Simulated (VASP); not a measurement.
# V (Im-3m) in VASP: further runs

Aim: see how the results for V move with the level of theory and the settings. Levels: PBE, LDA, BLYP, PBEsol. Tasks: single point.

Program: VASP 6.6.1. These are calculated values, not measurements. Logs are shortened: lines on timing, memory, paths and dates and some standing lists are left out, and cuts for length are marked.

**1. The cell of the first run**

The structure is cubic, space group Im-3m (No. 229). Conventional cell: a = 3.026 Å, b = 3.026 Å, c = 3.026 Å, α = 90.00°, β = 90.00°, γ = 90.00°. Within 3.5 Å of V (site symmetry m-3m) lie 14 V at 2.62 to 3.03 Å.

**2. Single point, PBE, collinear spin, ferromagnetic start**

Input file INCAR:

```
ALGO = Normal
EDIFF = 1E-6
ENCUT = 500
GGA = PE
GGA_COMPAT = F
ISIF = 2
ISMEAR = 1
ISPIN = 2
LASPH = T
LCHARG = F
LMAXMIX = 4
LORBIT = 11
LREAL = F
LWAVE = F
MAGMOM = 0.51
NBANDS = 16
NELM = 200
PREC = Accurate
SIGMA = 0.42
```

Input file KPOINTS:

```
k-points
0
Gamma
  3 3 3
```

Input file POSCAR:

```
V
1.0
   -1.5130000000      1.5130000000      1.5130000000
    1.5130000000     -1.5130000000      1.5130000000
    1.5130000000      1.5130000000     -1.5130000000
V
1
Direct
    0.0000000000      0.0000000000      0.0000000000
```

Potentials or basis: VASP PAW PBE potentials, release 64 (V_sv).

Command:

```bash
> cat potpaw_PBE.64/V_sv/POTCAR > POTCAR
> mpirun -np 1 vasp_std > vasp.out
```

OUTCAR:

```text
EDIFF = 1E-6
   ENCUT = 500
   GGA = PE
   ISIF = 2
   ISMEAR = 1
   ISPIN = 2
   LASPH = T
   LORBIT = 11
   LREAL = F
   NELM = 200
   PREC = Accurate

 ion  position               nearest neighbor table
   1  0.000  0.000  0.000-

  LATTYP: Found a body centered cubic cell.
 ALAT       =     3.0260000000

  Lattice vectors:

 A1 = (  -1.5130000000,   1.5130000000,   1.5130000000)
 A2 = (   1.5130000000,  -1.5130000000,   1.5130000000)
 A3 = (   1.5130000000,   1.5130000000,  -1.5130000000)

Analysis of symmetry for initial positions (statically):
=====================================================================
 Subroutine PRICEL returns:
 Original cell was already a primitive cell.

 Routine SETGRP: Setting up the symmetry group for a
 body centered cubic supercell.

 Subroutine GETGRP returns: Found 48 space group operations
 (whereof 48 operations were pure point group operations)
 out of a pool of 48 trial point group operations.

The static configuration has the point symmetry O_h .

Analysis of symmetry for dynamics (positions and initial velocities):
=====================================================================
 Subroutine PRICEL returns:
 Original cell was already a primitive cell.

 Routine SETGRP: Setting up the symmetry group for a
 body centered cubic supercell.

 Subroutine GETGRP returns: Found 48 space group operations
 (whereof 48 operations were pure point group operations)
 out of a pool of 48 trial point group operations.

The dynamic configuration has the point symmetry O_h .

Analysis of structural, dynamic, and magnetic symmetry:
=====================================================================
 Subroutine PRICEL returns:
 Original cell was already a primitive cell.

 Routine SETGRP: Setting up the symmetry group for a
 body centered cubic supercell.

 Subroutine GETGRP returns: Found 48 space group operations
 (whereof 48 operations were pure point group operations)
 out of a pool of 48 trial point group operations.

The overall configuration has the point symmetry O_h .

 Subroutine INISYM returns: Found 48 space group operations
 (whereof 48 operations are pure point group operations),
 and found     1 'primitive' translations

----------------------------------------------------------------------------------------

                                     Primitive cell

  volume of cell :      13.8541
[... 82 lines left out ...]
   EFERMI_NEDOS =   21; number of points for ismear=-14 and -15
   IALGO  =     38    algorithm
   IMIX   =      4    mixing-type and parameters
     AMIX     =   0.40;   BMIX     =  1.00
     AMIX_MAG =   1.60;   BMIX_MAG =  1.00
  volume/ion in A,a.u.               =      13.85        93.49
  Fermi-wavevector in a.u.,A,eV,Ry     =   1.602742  3.028744 34.950411  2.568783
  Thomas-Fermi vector in A             =   2.699515
   LORBIT       =     11    0 simple, 1 ext, 2 COOP (PROOUT), +10 PAW based schemes
   GGA     = PE    functional components
   LHFCALC =     F    Hartree Fock is set to
   AEXX    =    0.0000 exact exchange contribution
   IVDW    =     0    specifies the selected vdW correction
   LEPSILON=     F    determine dielectric tensor
   LRPA    =     F    only Hartree local field effects (RPA)
 spin polarized calculation
 Methfessel and Paxton  Order N= 1 SIGMA  =   0.42
  energy-cutoff  :      500.00
  volume of cell :       13.85
 maximum number of plane-waves:       369
   NGX =  9   NGY =  9   NGZ =  9

 number of electron      12.9999996 magnetization       0.0013158

 Free energy of the ion-electron system (eV)
  ---------------------------------------------------
  ext. energy  EPLUGINS =         0.00000000
  ---------------------------------------------------
  free energy    TOTEN  =        -9.12086263 eV

  energy without entropy =       -9.07202621  energy(sigma->0) =       -9.10458383

 E-fermi :   9.4247     XC(G=0): -12.7680

 val. band max:        9.4184372281   @ k =   0.3333   0.0000   0.0000
 cond. band min:       9.6734214445   @ k =   0.0000   0.0000   0.0000
 fundamental gap:      0.2549842164
 Fermi energy:         9.4247229179

 spin component 1

 k-point     1 :       0.0000    0.0000    0.0000
  band No.  band energies     occupation
      1     -54.5302      1.00000
      2     -27.8687      1.00000
      3     -27.8687      1.00000
      4     -27.8687      1.00000
      5       2.8318      1.00000
      6       9.6734      0.08354
[... 52 lines left out ...]
      2     -28.4016      1.00000
      3     -28.2820      1.00000
      4     -28.2820      1.00000
      5       7.0968      1.00000
      6       7.5563      1.00000
[... 8 lines left out ...]
     15      36.9652      0.00000
     16      40.4238      0.00000
 Fermi energy:         9.4247229179

 spin component 2

 k-point     1 :       0.0000    0.0000    0.0000
  band No.  band energies     occupation
      1     -54.5296      1.00000
      2     -27.8681      1.00000
      3     -27.8681      1.00000
      4     -27.8681      1.00000
      5       2.8331      1.00000
      6       9.6743      0.08259
[... 53 lines left out ...]
      3     -28.2815      1.00000
      4     -28.2815      1.00000
      5       7.0979      1.00000
      6       7.5571      1.00000
[... 8 lines left out ...]
     15      36.9663      0.00000
     16      40.4250      0.00000

------------------------ aborting loop because EDIFF is reached ----------------------------------------

  FORCE on cell =-STRESS in cart. coord.  units (eV):
  Direction    XX          YY          ZZ          XY          YZ          ZX
  --------------------------------------------------------------------------------------
  -------------------------------------------------------------------------------------
  Total       -0.4941742     -0.4941742     -0.4941742     -0.0000000     -0.0000000     -0.0000000
  in kB      -57.1496922    -57.1496922    -57.1496922     -0.0000000     -0.0000000     -0.0000000
  external PRESSURE =     -57.1496922 kB  Pullay stress =       0.0000000 kB

 VOLUME and BASIS-vectors are now :
 -----------------------------------------------------------------------------
  energy-cutoff  :      500.00
  volume of cell :       13.85
      direct lattice vectors                 reciprocal lattice vectors
    -1.513000000  1.513000000  1.513000000     0.000000000  0.330469266  0.330469266
     1.513000000 -1.513000000  1.513000000     0.330469266  0.000000000  0.330469266
     1.513000000  1.513000000 -1.513000000     0.330469266  0.330469266  0.000000000

 POSITION                                       TOTAL-FORCE (eV/Angst)
 -----------------------------------------------------------------------------------
      0.00000      0.00000      0.00000         0.000000      0.000000     -0.000000
 -----------------------------------------------------------------------------------
    total drift:                                0.000000     -0.000000      0.000000

  FREE ENERGIE OF THE ION-ELECTRON SYSTEM (eV)
  ---------------------------------------------------
  free  energy   TOTEN  =        -9.1208626334 eV

  energy  without entropy=       -9.0720262128  energy(sigma->0) =       -9.10458383

 total charge

# of ion       s       p       d       tot
------------------------------------------
    1        2.330   6.230   3.027  11.587

 magnetization (x)

# of ion       s       p       d       tot
------------------------------------------
    1        0.000   0.000   0.000   0.001
```

stdout:

```text
POSCAR found type information on POSCAR V
 POSCAR found :  1 types and       1 ions
 scaLAPACK will be used
 LDA part: xc-table for (Slater+PW92), standard interpolation
 POSCAR, INCAR and KPOINTS ok, starting setup
 FFT: planning ... GRIDC
 FFT: planning ... GRID_SOFT
 FFT: planning ... GRID
 WAVECAR not read
 entering main loop
```

Wall time 5 s (1 thread of AMD EPYC 7R13, shared host); peak memory 0.13 GiB.

Results:

- Free energy: -9.1209 eV
- Pressure: -5.7 GPa
- Net moment: 0.00 μB per cell
- Valence electrons inside the program's atomic spheres: V 11.59

Levels at points of the mesh, in eV from the Fermi level:
Spin up:
| k point | band 4 | band 5 | band 6 | band 7 | band 8 | band 9 |
| --- | --- | --- | --- | --- | --- | --- |
| (0.00, 0.00, 0.00) | -37.29 | -6.59 | 0.25 | 0.25 | 0.25 | 2.18 |
Spin down:
| k point | band 4 | band 5 | band 6 | band 7 | band 8 | band 9 |
| --- | --- | --- | --- | --- | --- | --- |
| (0.00, 0.00, 0.00) | -37.29 | -6.59 | 0.25 | 0.25 | 0.25 | 2.18 |

Caveat: the k points lie up to 0.98 Å⁻¹ apart.

**3. Single point, LDA, collinear spin, ferromagnetic start**

Input file INCAR:

```
PREC = Accurate
ENCUT = 500
EDIFF = 1E-6
ISMEAR = 0
SIGMA = 0.0063
LREAL = False
LASPH = True
NELM = 200
ALGO = Normal
ISIF = 2
LWAVE = False
LCHARG = False
ISPIN = 2
MAGMOM = 0.51
LORBIT = 11
LMAXMIX = 4
GGA = CA
NBANDS = 16
GGA_COMPAT = False
```

Input file KPOINTS:

```
regular mesh
0
Gamma
  3 3 3
```

POSCAR is that of step 2.

Potentials or basis: VASP PAW LDA potentials, release 64 (V_sv).

Command:

```bash
> cat potpaw_LDA.64/V_sv/POTCAR > POTCAR
> mpirun -np 1 vasp_std > vasp.out
```

Wall time 3.2 s (1 thread of AMD EPYC 7R13, shared host); peak memory 0.12 GiB.

It converged, with:

- Free energy: -9.9833 eV
- Pressure: -18.0 GPa
- Net moment: 0.48 μB per cell
- Site moments: V +0.33 μB
- Valence electrons inside the program's atomic spheres: V 11.61

Levels at points of the mesh, in eV from the Fermi level:
Spin up:
```csv
k point,band 4,band 5,band 6,band 7,band 8,band 9
"(0.00, 0.00, 0.00)",-37.14,-6.79,0.00,0.00,0.00,1.93
```
Spin down:
| k point | band 2 | band 3 | band 4 | band 5 | band 6 | band 7 | band 8 | band 9 | band 10 | band 11 |
| --- | --- | --- | --- | --- | --- | --- | --- | --- | --- | --- |
| (0.00, 0.00, 0.00) | -36.90 | -36.90 | -36.90 | -6.42 | 0.27 | 0.27 | 0.27 | 2.18 | 2.18 | 20.38 |

Caveat: the k points lie up to 0.98 Å⁻¹ apart.

**4. Single point, PBE**

Input file INCAR:

```
SYSTEM = V
PREC     = Accurate       ! precision mode
ENCUT    = 500            ! plane-wave cutoff, eV
EDIFF    = 1E-6           ! SCF threshold, eV
ISMEAR   = 0              ! smearing method
SIGMA    = 0.012          ! smearing width, eV
LREAL    = .FALSE.        ! projectors in reciprocal space
LASPH    = .TRUE.         ! aspherical terms in the spheres
NELM     = 120            ! most SCF steps
ALGO     = Normal         ! electronic algorithm
ISIF     = 2              ! what is computed and relaxed
LWAVE    = .FALSE.        ! write WAVECAR
LCHARG   = .FALSE.        ! write CHGCAR
GGA      = PE             ! functional
NBANDS   = 12             ! bands
GGA_COMPAT= .FALSE.
```

Input file KPOINTS:

```
Automatic mesh
0
G
  6 6 6
  0 0 0
```

POSCAR, as its differences from that of step 3:

```diff
@@ -8,2 +8,2 @@
 Direct
-    0.0000000000      0.0000000000      0.0000000000
+   -0.0029313298      0.0044032920      0.0028189909
```

Potentials or basis: VASP PAW PBE potentials, release 64 (V_sv).

Command:

```bash
> cat potpaw_PBE.64/V_sv/POTCAR > POTCAR
> mpirun -np 1 vasp_std > vasp.out
```

Wall time 2.9 s (1 thread of AMD EPYC 7R13, shared host); peak memory 0.12 GiB.

Results (log left out):

```yaml
Free_energy: -8.9173 eV
Pressure: -1.9 GPa
```

Levels at points of the mesh, in eV from the Fermi level:
```tsv
k point	band 4	band 5	band 6	band 7	band 8	band 9
(0.00, 0.00, 0.00)	-37.13	-6.43	0.41	0.41	0.41	2.34
(0.50, 0.00, 0.00)	-37.13	-3.02	-1.05	1.64	2.34	2.68
(0.50, 0.50, 0.50)	-37.69	-2.82	-2.82	3.57	3.57	3.57
```

Caveat: the k points lie up to 0.49 Å⁻¹ apart.

**5. Single point, BLYP, collinear spin, ferromagnetic start**

Input file INCAR:

```
SYSTEM = V
PREC = Accurate
ENCUT = 500
EDIFF = 1E-6
ISMEAR = 1
SIGMA = 0.13605693122994
LREAL = .False.
LASPH = .True.
NELM = 200
ALGO = Normal
ISIF = 2
LWAVE = .False.
LCHARG = .False.
ISPIN = 2
MAGMOM = 0.51
LORBIT = 11
LMAXMIX = 4
GGA = B5
ALDAX = 1.0
AGGAX = 1.0
AGGAC = 1.0
ALDAC = 0.0
ISYM = 0
NBANDS = 16
GGA_COMPAT = .False.
```

Input file KPOINTS:

```
Automatic mesh
0
Gamma
  2 2 2
  0.21 0.3 0.39
```

POSCAR, as its differences from that of step 4:

```diff
@@ -8,2 +8,2 @@
 Direct
-   -0.0029313298      0.0044032920      0.0028189909
+    0.1652346332      0.0000000000      0.1652346332
```

Command:

```bash
> cat potpaw_PBE.64/V_sv/POTCAR > POTCAR
> mpirun -np 1 vasp_std > vasp.out
```

Run time: 56 s. Hardware: 1 thread of AMD EPYC 7R13, shared host; peak memory 0.18 GiB.

It converged, with:

* Free energy: -7.8825 eV
* Pressure: 6.1 GPa
* Net moment: 0.92 μB per cell
* Site moments: V +0.81 μB
* Valence electrons inside the program's atomic spheres: V 11.63

Levels at points of the mesh, in eV from the Fermi level:
Spin up:
```
           k point  band 3  band 4  band 5  band 6  band 7  band 8  band 9  band 10  band 11  band 12
(0.10, 0.15, 0.20)  -37.29  -37.20   -2.31   -1.06   -0.92    2.37    2.58     4.15    13.98    14.94
```
Spin down:
| k point | band 3 | band 4 | band 5 | band 6 | band 7 | band 8 | band 9 | band 10 |
| --- | --- | --- | --- | --- | --- | --- | --- | --- |
| (0.10, 0.15, 0.20) | -36.57 | -36.49 | -1.81 | -0.30 | -0.19 | 2.82 | 2.98 | 4.97 |

Caveat: the k points lie up to 1.47 Å⁻¹ apart; the PAW data sets were made with another functional, which shifts forces and pressure a little.

**6. Single point, PBEsol, collinear spin, ferromagnetic start**

This run uses another cell than the first one, of 13.54 Å³/atom, 0.977 times its volume.

Input file INCAR:

```
SYSTEM = V
ALGO = Normal
EDIFF = 1E-6
ENCUT = 500
GGA = PS
GGA_COMPAT = .FALSE.
ISIF = 2
ISMEAR = 0
ISPIN = 2
LASPH = .TRUE.
LCHARG = .FALSE.
LMAXMIX = 4
LORBIT = 11
LREAL = .FALSE.
LWAVE = .FALSE.
MAGMOM = 0.51
NBANDS = 16
NELECT = 12.0
NELM = 200
PREC = Accurate
SIGMA = 0.034
```

Input file KPOINTS:

```
k-points
0
G
  4 4 4
  0 0 0
```

Input file POSCAR:

```
V
1.0
   -1.5013102485      1.5013102485      1.5013102485
    1.5013102485     -1.5013102485      1.5013102485
    1.5013102485      1.5013102485     -1.5013102485
V
1
Direct
    0.0000000000      0.0000000000      0.0000000000
```

Potentials or basis: VASP PAW PBE potentials, release 64 (V_sv).

Command:

```bash
> cat potpaw_PBE.64/V_sv/POTCAR > POTCAR
> mpirun -np 1 vasp_std > vasp.out
```

OUTCAR:

```text
SYSTEM = V
   EDIFF = 1E-6
   ENCUT = 500
   GGA = PS
   ISIF = 2
   ISMEAR = 0
   ISPIN = 2
   LASPH = .TRUE.
   LORBIT = 11
   LREAL = .FALSE.
   NELECT = 12.0
   NELM = 200
   PREC = Accurate

 ion  position               nearest neighbor table
   1  0.000  0.000  0.000-

  LATTYP: Found a body centered cubic cell.
 ALAT       =     3.0026204970

[... 494 lines left out ...]
  FORCE on cell =-STRESS in cart. coord.  units (eV):
  Direction    XX          YY          ZZ          XY          YZ          ZX
  --------------------------------------------------------------------------------------
  -------------------------------------------------------------------------------------
  Total      -12.7026952    -12.7026952    -12.7026952     -0.0000000      0.0000000     -0.0000000
  in kB    -1503.6097115  -1503.6097115  -1503.6097115     -0.0000000      0.0000000     -0.0000000
  external PRESSURE =   -1503.6097115 kB  Pullay stress =       0.0000000 kB

 VOLUME and BASIS-vectors are now :
 -----------------------------------------------------------------------------
  energy-cutoff  :      500.00
  volume of cell :       13.54
      direct lattice vectors                 reciprocal lattice vectors
    -1.501310249  1.501310249  1.501310249     0.000000000  0.333042421  0.333042421
     1.501310249 -1.501310249  1.501310249     0.333042421  0.000000000  0.333042421
     1.501310249  1.501310249 -1.501310249     0.333042421  0.333042421  0.000000000

 POSITION                                       TOTAL-FORCE (eV/Angst)
 -----------------------------------------------------------------------------------
      0.00000      0.00000      0.00000         0.000000      0.000000      0.000000
 -----------------------------------------------------------------------------------
    total drift:                                0.000000     -0.000000      0.000000

  FREE ENERGIE OF THE ION-ELECTRON SYSTEM (eV)
  ---------------------------------------------------
  free  energy   TOTEN  =       -18.8723905919 eV

  energy  without entropy=      -18.8691125176  energy(sigma->0) =      -18.87075155

 total charge

# of ion       s       p       d       tot
------------------------------------------
    1        2.308   6.116   2.532  10.956

 magnetization (x)

# of ion       s       p       d       tot
------------------------------------------
    1        0.007   0.026   0.412   0.445
```

It took 6 s on 1 thread of AMD EPYC 7R13, shared host; peak memory 0.13 GiB.

Results:

| Property | Result |
| --- | --- |
| Free energy | -18.8724 eV |
| Net moment | 0.53 μB per cell |
| Site moments | V +0.45 μB |
| Valence electrons inside the program's atomic spheres | V 10.96 |

Caveat: the k points lie up to 0.74 Å⁻¹ apart; the cell carries a net charge on a neutralising background, which shifts energy and pressure; the cell is charged against a uniform background, so pressure and absolute levels hang on convention; the PAW data sets were made with another functional, which shifts forces and pressure a little.

**7. Summary**

```tsv
level	potentials or basis	spin	k mesh	smearing	gap on the mesh (eV)	pressure (GPa)	moment (μB)
PBE	VASP PAW PBE potentials, release 64 (V_sv)	collinear, ferromagnetic start	3 × 3 × 3	methfessel-paxton 0.42 eV	none	-5.7	0.00
LDA	VASP PAW LDA potentials, release 64 (V_sv)	collinear, ferromagnetic start	3 × 3 × 3	gaussian 0.0063 eV	none	-18.0	0.48
PBE	VASP PAW PBE potentials, release 64 (V_sv)	off	6 × 6 × 6	gaussian 0.012 eV	none	-1.9	-
BLYP	VASP PAW PBE potentials, release 64 (V_sv)	collinear, ferromagnetic start	2 × 2 × 2, shifted	methfessel-paxton 0.136057 eV	none	6.1	0.92
```

Alike in all rows: task single point; cell as given; cutoff (eV) 500.

Caveats: all runs use coarse meshes; the PAW data sets were made with another functional, which shifts forces and pressure a little (some runs).

Absolute energies hang on the potentials; compare differences alone.
